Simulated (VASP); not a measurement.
Nb: single point with revPBE

Nb:

```xyz
2
Lattice="2.8433 0.0000 0.0000 -1.4216 2.4623 0.0000 0.0000 0.0000 5.1924" Properties=species:S:1:pos:R:3 pbc="T T T"
Nb    0.0000    1.6416    1.2981
Nb    1.4216    0.8208    3.8943
```

This cell differs from its parent crystal: volume scaled by 0.96.

| Item | Value |
| --- | --- |
| Program | VASP 6.6.1 |
| Task | single point |
| Functional | revPBE |
| Potentials or basis | VASP PAW PBE potentials, release 64 (Nb_sv) |
| Cutoff | 520 eV |
| k mesh | 14 × 14 × 7 |
| Occupations | fermi-dirac, width 0.1 eV |
| Spin | no spin polarisation |

| Item | Value |
| --- | --- |
| Pressure | 6.4 GPa |
| Band gap on the k mesh | zero (band 13 reaches 13.11 eV, above the bottom of band 14 at 10.85 eV) |

Stress tensor (GPa, compression positive):
```
6.49 0.00 0.00
0.00 6.49 0.00
0.00 0.00 6.20
```

Levels at points of the mesh, in eV from the Fermi level:
```csv
k point,band 9,band 10,band 11,band 12,band 13,band 14,band 15,band 16,band 17,band 18
"(0.00, 0.00, 0.00)",-6.27,-3.97,-1.02,0.31,0.31,0.50,0.77,0.77,2.64,2.64
"(0.50, 0.00, 0.00)",-3.74,-3.37,-3.36,-0.55,0.31,0.39,0.73,4.58,5.63,5.85
```

Wall time 28 s on 1 thread of Intel(R) Xeon(R) 6975P-C (Granite Rapids), with other jobs on the host, peak memory 0.2 GiB.

Caveat: the PAW data sets were made with another functional, which shifts forces and pressure a little.
